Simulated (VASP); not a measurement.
# As in VASP: notebook

The runs below take As through single point, with PBE.

All numbers are computed with VASP 6.6.1; they aren't measurements. Logs are shortened: lines on timing, memory, paths and dates and some standing lists are left out, and cuts for length are marked.

## Step 1: The cell of the first run

The cell holds a slab with vacuum, 4 atoms: a = 4.807 Å, b = 3.634 Å, c = 28.270 Å, α = 90.00°, β = 90.00°, γ = 90.00°.

## Step 2: Single point, PBE

Input file INCAR:

```
PREC = Accurate ; ENCUT = 520
EDIFF = 1E-6 ; ISMEAR = 0
SIGMA = 0.01 ; LREAL = False
LASPH = True ; NELM = 80
ALGO = Normal ; ISIF = 2
LWAVE = False ; LCHARG = True
LDIPOL = True ; IDIPOL = 3
DIPOL = 0.5 0.5 0.336 ; GGA = PE
LELF = True ; LVHAR = True
LVACPOTAV = True ; NBANDS = 18
```

Input file KPOINTS:

```
Automatic mesh
0
Gamma
  4 6 1
```

Input file POSCAR:

```
As
1.0
    4.8073445447      0.0000000000      0.0000000000
    0.0000000000      3.6338992125      0.0000000000
    0.0000000000      0.0000000000     28.2703730404
As
4
Direct
    0.0760356201      0.0000000000      0.3777315117
    0.4239643799      0.5000000000      0.3777315117
    0.5760356201      0.5000000000      0.2943501751
    0.9239643799      0.0000000000      0.2943501751
```

Potentials or basis: VASP PAW PBE potentials, release 64 (As).

On the command line:

```bash
$ cat potpaw_PBE.64/As/POTCAR > POTCAR
$ mpirun -np 1 vasp_std > vasp.out
```

OUTCAR:

```text
PREC = Accurate
   ENCUT = 520
   EDIFF = 1E-6
   ISMEAR = 0
   LREAL = False
   LASPH = True
   NELM = 80
   ISIF = 2
   GGA = PE

 ion  position               nearest neighbor table
   1  0.076  0.000  0.378-   4 2.47   2 2.47   2 2.47
   2  0.424  0.500  0.378-   3 2.47   1 2.47   1 2.47
   3  0.576  0.500  0.294-   2 2.47   4 2.47   4 2.47
   4  0.924  0.000  0.294-   1 2.47   3 2.47   3 2.47

  LATTYP: Found a simple orthorhombic cell.
 ALAT       =     3.6338992125
 B/A-ratio  =     1.3229163121
 C/A-ratio  =     7.7796249668

  Lattice vectors:

 A1 = (   0.0000000000,  -3.6338992125,   0.0000000000)
 A2 = (   4.8073445447,   0.0000000000,   0.0000000000)
 A3 = (   0.0000000000,   0.0000000000,  28.2703730404)

Analysis of symmetry for initial positions (statically):
=====================================================================
 Subroutine PRICEL returns:
 Original cell was already a primitive cell.

 Routine SETGRP: Setting up the symmetry group for a
 simple orthorhombic supercell.

 Subroutine GETGRP returns: Found  8 space group operations
 (whereof  2 operations were pure point group operations)
 out of a pool of  8 trial point group operations.

The static configuration has the point symmetry C_1h.
 The point group associated with its full space group is D_2h.

Analysis of symmetry for dynamics (positions and initial velocities):
=====================================================================
 Subroutine PRICEL returns:
 Original cell was already a primitive cell.

 Routine SETGRP: Setting up the symmetry group for a
 simple orthorhombic supercell.

 Subroutine GETGRP returns: Found  8 space group operations
 (whereof  2 operations were pure point group operations)
 out of a pool of  8 trial point group operations.

The dynamic configuration has the point symmetry C_1h.
 The point group associated with its full space group is D_2h.

 Subroutine INISYM returns: Found  8 space group operations
 (whereof  2 operations are pure point group operations),
 and found     1 'primitive' translations

----------------------------------------------------------------------------------------

                                     Primitive cell

  volume of cell :     493.8666

  direct lattice vectors                    reciprocal lattice vectors
     4.807344545  0.000000000  0.000000000     0.208015047  0.000000000  0.000000000
     0.000000000  3.633899212  0.000000000     0.000000000  0.275186498  0.000000000
     0.000000000  0.000000000 28.270373040     0.000000000  0.000000000  0.035372720

[... 82 lines left out ...]
   POTIM  = 0.5000    time-step for ionic-motion
   TEBEG  =    0.0;   TEEND  =   0.0 temperature during run
   PSTRESS=    0.0 pullay stress
   NELECT =      20.0000    total number of electrons
   NUPDOWN=      -1.0000    fix difference up-down
   EMIN   =  10.00;   EMAX   =-10.00  energy-range for DOS
   EFERMI =   0.00;   METHOD = LEGACY
   ISMEAR =     0;   SIGMA  =   0.01  broadening in eV -4-tet -1-fermi 0-gaus
   EFERMI_NEDOS =   21; number of points for ismear=-14 and -15
   IALGO  =     38    algorithm
   IMIX   =      4    mixing-type and parameters
     AMIX     =   0.40;   BMIX     =  1.00
     AMIX_MAG =   1.60;   BMIX_MAG =  1.00
  volume/ion in A,a.u.               =     123.47       833.19
  Fermi-wavevector in a.u.,A,eV,Ry     =   0.562188  1.062381  4.300195  0.316055
  Thomas-Fermi vector in A             =   1.598802
   LORBIT       =      0    0 simple, 1 ext, 2 COOP (PROOUT), +10 PAW based schemes
   GGA     = PE    functional components
   LHFCALC =     F    Hartree Fock is set to
   AEXX    =    0.0000 exact exchange contribution
   IVDW    =     0    specifies the selected vdW correction
   LEPSILON=     F    determine dielectric tensor
   LRPA    =     F    only Hartree local field effects (RPA)
 non-spin polarized calculation
 Gauss-broadening in eV      SIGMA  =   0.01
  energy-cutoff  :      520.00
  volume of cell :      493.87
 maximum number of plane-waves:     13354
 NGX is ok and might be reduce to    36
   NGX = 17   NGY = 13   NGZ =105

 dipolmoment           0.000000      0.000000     -0.000013 electrons x Angstroem

 number of electron      19.9999994 magnetization

 dipolmoment           0.000000      0.000000      0.000001 electrons x Angstroem

 Free energy of the ion-electron system (eV)
  ---------------------------------------------------
  ext. energy  EPLUGINS =         0.00000000
  ---------------------------------------------------
  free energy    TOTEN  =       -18.48708311 eV

  energy without entropy =      -18.48708311  energy(sigma->0) =      -18.48708311

 E-fermi :  -2.9756     XC(G=0):  -2.2214

 val. band max:       -3.0519186636   @ k =   0.0000   0.0000   0.0000
 cond. band min:      -2.1448483096   @ k =   0.0000   0.0000   0.0000
 fundamental gap:      0.9070703540
 Fermi energy:        -2.9755837192

 k-point     1 :       0.0000    0.0000    0.0000
  band No.  band energies     occupation
      1     -17.1495      2.00000
      2     -15.0319      2.00000
      3     -12.3186      2.00000
      4      -9.0680      2.00000
      5      -7.7054      2.00000
      6      -6.7525      2.00000
[... 229 lines left out ...]
      5      -7.5230      2.00000
      6      -7.5230      2.00000
[... 10 lines left out ...]
     17       3.0633      0.00000
     18       3.0633      0.00000

------------------------ aborting loop because EDIFF is reached ----------------------------------------

  FORCE on cell =-STRESS in cart. coord.  units (eV):
  Direction    XX          YY          ZZ          XY          YZ          ZX
  --------------------------------------------------------------------------------------
  -------------------------------------------------------------------------------------
  Total        1.2340845      1.6738691      1.1641393      0.0000000      0.0000000      0.0000000
  in kB        4.0035551      5.4302822      3.7766425      0.0000000      0.0000000      0.0000000
  external PRESSURE =       4.4034933 kB  Pullay stress =       0.0000000 kB

 VOLUME and BASIS-vectors are now :
 -----------------------------------------------------------------------------
  energy-cutoff  :      520.00
  volume of cell :      493.87
      direct lattice vectors                 reciprocal lattice vectors
     4.807344545  0.000000000  0.000000000     0.208015047  0.000000000  0.000000000
     0.000000000  3.633899212  0.000000000     0.000000000  0.275186498  0.000000000
     0.000000000  0.000000000 28.270373040     0.000000000  0.000000000  0.035372720

 POSITION                                       TOTAL-FORCE (eV/Angst)
 -----------------------------------------------------------------------------------
      0.36553      0.00000     10.67861        -0.320689     -0.000000      0.247476
      2.03814      1.81695     10.67861         0.320689     -0.000000      0.247476
      2.76920      1.81695      8.32139        -0.320689     -0.000000     -0.247476
      4.44182      0.00000      8.32139         0.320689      0.000000     -0.247476
 -----------------------------------------------------------------------------------
    total drift:                               -0.000000     -0.000000      0.000006

  FREE ENERGIE OF THE ION-ELECTRON SYSTEM (eV)
  ---------------------------------------------------
  free  energy   TOTEN  =       -18.4870831144 eV

  energy  without entropy=      -18.4870831144  energy(sigma->0) =      -18.48708311

 vacuum level on the upper side and lower side of the slab         1.663         1.663
```

OSZICAR:

```text
N       E                     dE             d eps       ncg     rms          rms(c)
DAV:   1     0.137454024750E+03    0.13745E+03   -0.56828E+03   432   0.737E+02
DAV:   2    -0.192236345566E+00   -0.13765E+03   -0.12931E+03   680   0.129E+02
DAV:   3    -0.181473742079E+02   -0.17955E+02   -0.17866E+02   602   0.562E+01
[... 12 lines left out ...]
DAV:  16    -0.184870481628E+02   -0.24872E-04   -0.97943E-07   452   0.263E-03    0.743E-04
DAV:  17    -0.184870735926E+02   -0.25430E-04   -0.13844E-06   464   0.307E-03    0.587E-04
DAV:  18    -0.184870801651E+02   -0.65725E-05   -0.22615E-07   458   0.143E-03    0.190E-04
DAV:  19    -0.184870821331E+02   -0.19680E-05   -0.27419E-08   438   0.529E-04    0.158E-04
DAV:  20    -0.184870831144E+02   -0.98131E-06   -0.10342E-08   396   0.324E-04
   1 F= -.18487083E+02 E0= -.18487083E+02  d E =-.116084E-28
```

Run time: 2 min. Hardware: 1 thread of Intel Xeon 6975P-C, shared host; peak memory 0.5 GiB.

Results:

```
Free energy            : -18.4871 eV
Largest force          : 0.405 eV/Å
Band gap on the k mesh : 0.91 eV, direct
```

Forces on the atoms (eV/Å):
```
As  -0.321  0.000  0.247
As   0.321  0.000  0.247
As  -0.321  0.000 -0.247
As   0.321  0.000 -0.247
```

## Step 3: Single point, PBE

Input file INCAR:

```
SYSTEM = As
PREC = Accurate
ENCUT = 520
EDIFF = 1E-6
ISMEAR = 0
SIGMA = 0.01
LREAL = .FALSE.
LASPH = .TRUE.
NELM = 100
ALGO = Normal
ISIF = 2
LWAVE = .FALSE.
LCHARG = .TRUE.
LDIPOL = .TRUE.
IDIPOL = 3
DIPOL = 0.5 0.5 0.336
GGA = PE
LELF = .TRUE.
LVHAR = .TRUE.
LVACPOTAV = .TRUE.
NBANDS = 18
```

Input file KPOINTS:

```
Automatic mesh
0
G
  4 6 1
  0 0 0
```

POSCAR is that of step 2.

Potentials or basis: VASP PAW PBE potentials, release 64 (As).

On the command line:

```bash
$ cat potpaw_PBE.64/As/POTCAR > POTCAR
$ mpirun -np 1 vasp_std > vasp.out
```

Run time: 2.4 min. Hardware: 1 thread of Intel Xeon 6975P-C, shared host; peak memory 0.5 GiB.

It converged, with:

| Item | Value |
| --- | --- |
| Free energy | -18.4871 eV |
| Largest force | 0.405 eV/Å |
| Band gap on the k mesh | 0.91 eV, direct |

Forces on the atoms (eV/Å):
```
As  -0.321  0.000  0.247
As   0.321  0.000  0.247
As  -0.321  0.000 -0.247
As   0.321  0.000 -0.247
```

Levels at points of the mesh, in eV from the valence-band top:
```tsv
k point	band 6	band 7	band 8	band 9	band 10	band 11	band 12	band 13	band 14	band 15
(0.00, 0.00, 0.00)	-3.70	-2.65	-1.45	-1.09	0.00	0.91	2.08	2.54	3.28	4.29
(0.50, 0.00, 0.00)	-2.66	-1.77	-1.77	-0.77	-0.77	1.60	1.60	3.14	3.14	3.30
(0.00, 0.50, 0.00)	-3.75	-2.32	-2.32	-1.74	-1.74	1.26	1.26	2.03	2.03	3.38
(0.50, 0.50, 0.00)	-4.47	-3.94	-3.94	-1.20	-1.20	2.60	2.60	4.19	4.19	5.84
```
